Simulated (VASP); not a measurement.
# Rh (Pm-3m) in VASP: further runs, part 2 of 2

VASP 6.6.1. The steps go on from the part before.

### Step 3. Single point, PBE (volume scaled by 0.7)

INCAR reads:

```
PREC = Accurate
ENCUT = 520
EDIFF = 1E-6
ISMEAR = -1
SIGMA = 0.1
LREAL = False
LASPH = True
NELM = 80
ALGO = Normal
ISIF = 2
LWAVE = False
LCHARG = False
GGA = PE
NBANDS = 14
```

KPOINTS reads:

```
regular mesh
0
Gamma
  15 15 15
```

POSCAR reads:

```
Rh
1.0
    2.2527714104      0.0000000000      0.0000000000
    0.0000000000      2.2527714104      0.0000000000
    0.0000000000      0.0000000000      2.2527714104
Rh
1
Direct
    0.0000000000      0.0000000000      0.0000000000
```

Potentials or basis: VASP PAW PBE potentials, release 64 (Rh_pv).

On the command line:

```bash
cat potpaw_PBE.64/Rh_pv/POTCAR > POTCAR
mpirun -np 1 vasp_std > vasp.out
```

OUTCAR:

```text
PREC = Accurate
   ENCUT = 520
   EDIFF = 1E-6
   ISMEAR = -1
   LREAL = False
   LASPH = True
   NELM = 80
   ISIF = 2
   GGA = PE

 ion  position               nearest neighbor table
   1  0.000  0.000  0.000-

  LATTYP: Found a simple cubic cell.
 ALAT       =     2.2527714104

  Lattice vectors:

 A1 = (   2.2527714104,   0.0000000000,   0.0000000000)
 A2 = (   0.0000000000,   2.2527714104,   0.0000000000)
 A3 = (   0.0000000000,   0.0000000000,   2.2527714104)

Analysis of symmetry for initial positions (statically):
=====================================================================
 Subroutine PRICEL returns:
 Original cell was already a primitive cell.

 Routine SETGRP: Setting up the symmetry group for a
 simple cubic supercell.

 Subroutine GETGRP returns: Found 48 space group operations
 (whereof 48 operations were pure point group operations)
 out of a pool of 48 trial point group operations.

The static configuration has the point symmetry O_h .

Analysis of symmetry for dynamics (positions and initial velocities):
[... 159 lines left out ...]
 val. band max:       15.8405128930   @ k =   0.2667   0.2667   0.0667
 cond. band min:      15.8429010899   @ k =   0.4000   0.0667   0.0667
 fundamental gap:      0.0023881969
 Fermi energy:        15.8414820719

 k-point     1 :       0.0000    0.0000    0.0000
  band No.  band energies     occupation
      1     -30.7532      2.00000
      2     -30.7532      2.00000
      3     -30.7532      2.00000
      4       6.5803      2.00000
      5       7.4850      2.00000
      6       7.4850      2.00000
      7      17.2115      0.00000
      8      17.2115      0.00000
      9      17.2115      0.00000
     10      35.3069      0.00000
     11      35.3069      0.00000
     12      35.3069      0.00000
     13      36.2181      0.00000
     14      44.8963      0.00000
[... 377 lines left out ...]
      1     -32.2524      2.00000
      2     -31.3359      2.00000
      3     -30.5436      2.00000
      4       8.8355      2.00000
      5       9.8262      2.00000
      6      11.7054      2.00000
      7      14.4431      2.00000
      8      15.7196      1.54371
      9      16.1174      0.11919
     10      27.6870      0.00000
     11      34.1643      0.00000
     12      36.2213      0.00000
     13      37.3966      0.00000
     14      43.5536      0.00000

 [... further k-points ...]
[... 5 lines left out ...]
  --------------------------------------------------------------------------------------
  -------------------------------------------------------------------------------------
  Total       11.2886500     11.2886500     11.2886500      0.0000000      0.0000000      0.0000000
  in kB     1581.9808119   1581.9808119   1581.9808119      0.0000000      0.0000000      0.0000000
  external PRESSURE =    1581.9808119 kB  Pullay stress =       0.0000000 kB

 VOLUME and BASIS-vectors are now :
 -----------------------------------------------------------------------------
  energy-cutoff  :      520.00
  volume of cell :       11.43
      direct lattice vectors                 reciprocal lattice vectors
     2.252771410  0.000000000  0.000000000     0.443897679  0.000000000  0.000000000
     0.000000000  2.252771410  0.000000000     0.000000000  0.443897679  0.000000000
     0.000000000  0.000000000  2.252771410     0.000000000  0.000000000  0.443897679

 POSITION                                       TOTAL-FORCE (eV/Angst)
 -----------------------------------------------------------------------------------
      0.00000      0.00000      0.00000         0.000000      0.000000      0.000000
 -----------------------------------------------------------------------------------
    total drift:                               -0.000000      0.000000      0.000000

  FREE ENERGIE OF THE ION-ELECTRON SYSTEM (eV)
  ---------------------------------------------------
  free  energy   TOTEN  =        -4.7829014309 eV

  energy  without entropy=       -4.7473637999  energy(sigma->0) =       -4.76513262
```

OSZICAR:

```text
N       E                     dE             d eps       ncg     rms          rms(c)
DAV:   1     0.123137609002E+03    0.12314E+03   -0.86242E+03  3390   0.118E+03
DAV:   2    -0.342125077172E+01   -0.12656E+03   -0.12057E+03  3702   0.350E+02
DAV:   3    -0.496734474695E+01   -0.15461E+01   -0.15433E+01  4074   0.424E+01
DAV:   4    -0.497254099696E+01   -0.51963E-02   -0.51962E-02  3714   0.251E+00
DAV:   5    -0.497257973509E+01   -0.38738E-04   -0.38738E-04  3990   0.191E-01    0.209E+01
DAV:   6    -0.481008552303E+01    0.16249E+00   -0.16991E-01  3690   0.588E+00    0.110E+01
DAV:   7    -0.478514891315E+01    0.24937E-01   -0.22256E-02  3750   0.201E+00    0.240E+00
DAV:   8    -0.478296399301E+01    0.21849E-02   -0.67782E-03  3636   0.117E+00    0.129E-01
DAV:   9    -0.478290397284E+01    0.60020E-04   -0.94831E-05  3756   0.142E-01    0.213E-02
DAV:  10    -0.478290114751E+01    0.28253E-05   -0.34151E-06  3672   0.220E-02    0.311E-03
DAV:  11    -0.478290143091E+01   -0.28339E-06   -0.31298E-08  1998   0.190E-03
   1 F= -.47829014E+01 E0= -.47651326E+01  d E =-.355376E-01
```

It took 25 s on 1 thread of Intel Xeon 8259CL, shared host; peak memory 0.13 GiB.

What came out:

| Quantity | Value |
| --- | --- |
| Free energy | -4.7829 eV |
| Pressure | 158.2 GPa |

### Step 4. Single point, PBE (volume scaled by 0.7)

INCAR reads:

```
SYSTEM = Rh
PREC     = Accurate       ! precision mode
ENCUT    = 520            ! plane-wave cutoff, eV
EDIFF    = 1E-7           ! SCF threshold, eV
ISMEAR   = -1             ! smearing method
SIGMA    = 0.1            ! smearing width, eV
LREAL    = .FALSE.        ! projectors in reciprocal space
LASPH    = .TRUE.         ! aspherical terms in the spheres
NELM     = 60             ! most SCF steps
ALGO     = Normal         ! electronic algorithm
ISIF     = 2              ! what is computed and relaxed
LWAVE    = .FALSE.        ! write WAVECAR
LCHARG   = .FALSE.        ! write CHGCAR
GGA      = PE             ! functional
NBANDS   = 14             ! bands
```

KPOINTS reads:

```
Automatic mesh
0
G
  15 15 15
  0 0 0
```

POSCAR is that of step 3.

Potentials or basis: VASP PAW PBE potentials, release 64 (Rh_pv).

On the command line:

```bash
cat potpaw_PBE.64/Rh_pv/POTCAR > POTCAR
mpirun -np 1 vasp_std > vasp.out
```

OUTCAR:

```text
SYSTEM = Rh
   PREC = Accurate
   ENCUT = 520
   EDIFF = 1E-7
   ISMEAR = -1
   LREAL = .FALSE.
   LASPH = .TRUE.
   NELM = 60
   ISIF = 2
   GGA = PE

 ion  position               nearest neighbor table
   1  0.000  0.000  0.000-

  LATTYP: Found a simple cubic cell.
 ALAT       =     2.2527714104

  Lattice vectors:

 A1 = (   2.2527714104,   0.0000000000,   0.0000000000)
 A2 = (   0.0000000000,   2.2527714104,   0.0000000000)
 A3 = (   0.0000000000,   0.0000000000,   2.2527714104)

[... 584 lines left out ...]
     13      37.3966      0.00000
     14      43.5536      0.00000

 [... further k-points ...]

------------------------ aborting loop because EDIFF is reached ----------------------------------------

  FORCE on cell =-STRESS in cart. coord.  units (eV):
  Direction    XX          YY          ZZ          XY          YZ          ZX
  --------------------------------------------------------------------------------------
  -------------------------------------------------------------------------------------
  Total       11.2886999     11.2886999     11.2886999     -0.0000000     -0.0000000      0.0000000
  in kB     1581.9878109   1581.9878109   1581.9878109     -0.0000000     -0.0000000      0.0000000
  external PRESSURE =    1581.9878109 kB  Pullay stress =       0.0000000 kB

 VOLUME and BASIS-vectors are now :
 -----------------------------------------------------------------------------
  energy-cutoff  :      520.00
  volume of cell :       11.43
      direct lattice vectors                 reciprocal lattice vectors
     2.252771410  0.000000000  0.000000000     0.443897679  0.000000000  0.000000000
     0.000000000  2.252771410  0.000000000     0.000000000  0.443897679  0.000000000
     0.000000000  0.000000000  2.252771410     0.000000000  0.000000000  0.443897679

 POSITION                                       TOTAL-FORCE (eV/Angst)
 -----------------------------------------------------------------------------------
      0.00000      0.00000      0.00000         0.000000      0.000000      0.000000
 -----------------------------------------------------------------------------------
    total drift:                               -0.000000      0.000000      0.000000

  FREE ENERGIE OF THE ION-ELECTRON SYSTEM (eV)
  ---------------------------------------------------
  free  energy   TOTEN  =        -4.7829014324 eV

  energy  without entropy=       -4.7473637698  energy(sigma->0) =       -4.76513260
```

stdout:

```text
POSCAR found type information on POSCAR Rh
 POSCAR found :  1 types and       1 ions
 scaLAPACK will be used
 LDA part: xc-table for (Slater+PW92), standard interpolation
 POSCAR, INCAR and KPOINTS ok, starting setup
 FFT: planning ... GRIDC
 FFT: planning ... GRID_SOFT
 FFT: planning ... GRID
 WAVECAR not read
 entering main loop
```

Run time: 25 s. Hardware: 1 thread of Intel Xeon 8259CL, shared host; peak memory 0.13 GiB.

Results:

```yaml
Free_energy: -4.7829 eV
Pressure: 158.2 GPa
```

### Step 5. Single point, PBE (volume scaled by 0.8)

INCAR reads:

```
PREC = Accurate
ENCUT = 520
EDIFF = 1E-6
ISMEAR = -1
SIGMA = 0.1
LREAL = False
LASPH = True
NELM = 60
ALGO = Normal
ISIF = 2
LWAVE = False
LCHARG = True
GGA = PE
LELF = True
LVHAR = True
NBANDS = 14
```

KPOINTS reads:

```
regular mesh
0
Gamma
  15 15 15
```

POSCAR reads:

```
Rh
1.0
    2.3553083672      0.0000000000      0.0000000000
    0.0000000000      2.3553083672      0.0000000000
    0.0000000000      0.0000000000      2.3553083672
Rh
1
Direct
    0.0000000000      0.0000000000      0.0000000000
```

On the command line:

```bash
cat potpaw_PBE.64/Rh_pv/POTCAR > POTCAR
mpirun -np 1 vasp_std > vasp.out
```

It took 25 s on 1 thread of Intel Xeon 8259CL, shared host; peak memory 0.13 GiB.

It converged, with:

```yaml
Free_energy: -5.9072 eV
Pressure: 71.4 GPa
```

Levels at points of the mesh, in eV from the Fermi level:
| k point | band 4 | band 5 | band 6 | band 7 | band 8 | band 9 | band 10 | band 11 | band 12 | band 13 |
| --- | --- | --- | --- | --- | --- | --- | --- | --- | --- | --- |
| (0.00, 0.00, 0.00) | -8.27 | -6.94 | -6.94 | 1.10 | 1.10 | 1.10 | 18.46 | 18.46 | 18.46 | 20.69 |

### Step 6. Overview

| cell | gap on the mesh (eV) | pressure (GPa) |
| --- | --- | --- |
| a = 2.140 Å, 1 atom | none | 329.0 |
| a = 2.253 Å, 1 atom | none | 158.2 |
| a = 2.355 Å, 1 atom | none | 71.4 |

Alike in all rows: task single point; level PBE; potentials or basis VASP PAW PBE potentials, release 64 (Rh_pv); no spin polarisation; k mesh 15 × 15 × 15; cutoff (eV) 520; smearing fermi-dirac 0.1 eV.

Total energies depend on the potentials used, so only differences within one code and one set of settings carry meaning.
